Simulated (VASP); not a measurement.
Here is a VASP 6.6.1 calculation.

Contents of INCAR:

```
SYSTEM = Al3O
PREC = Accurate ; ENCUT = 1000
EDIFF = 1E-6 ; ISMEAR = 0
SIGMA = 0.1 ; LREAL = .FALSE.
LASPH = .TRUE. ; NELM = 120
ALGO = Normal ; ISIF = 2
LWAVE = .FALSE. ; LCHARG = .FALSE.
LDIPOL = .TRUE. ; IDIPOL = 3
DIPOL = 0.5 0.5 0.347 ; GGA = PS
NBANDS = 16 ; GGA_COMPAT = .FALSE.
NELMDL = -8
```

Contents of KPOINTS:

```
regular mesh
0
G
  9 9 1
  0 0 0
```

File POSCAR:

```
Al3O
1.0
    2.8394270062      0.0000000000      0.0000000000
    0.0000000000      2.8394270062      0.0000000000
    0.0000000000      0.0000000000     19.6413451717
Al O
3 1
Direct
    0.5000000000      0.5000000000      0.2036520394
    0.0000000000      0.0000000000      0.3090064802
    0.5000000000      0.5000000000      0.4145003868
    0.5000000000      1.0000000000      0.4605244649
```

Potentials or basis: VASP PAW PBE potentials, release 64 (Al, O_h).

Run with:

```console
$ cat potpaw_PBE.64/Al/POTCAR potpaw_PBE.64/O_h/POTCAR > POTCAR
$ mpirun -np 1 vasp_std > vasp.out
```

Question: Estimate the band gap on the k mesh.

Answer: Zero (an odd number of electrons rules out a gap without spin polarisation).

Question: Estimate the largest force.

Answer: 0.270 eV/Å.

Forces in eV/Å, atoms in the order of the input:
```
Al   0.000  0.000 -0.124
Al   0.000  0.000 -0.215
Al   0.000  0.000  0.270
O    0.000  0.000  0.069
```

Caveat: the PAW data sets were made with another functional, which shifts forces and pressure a little.
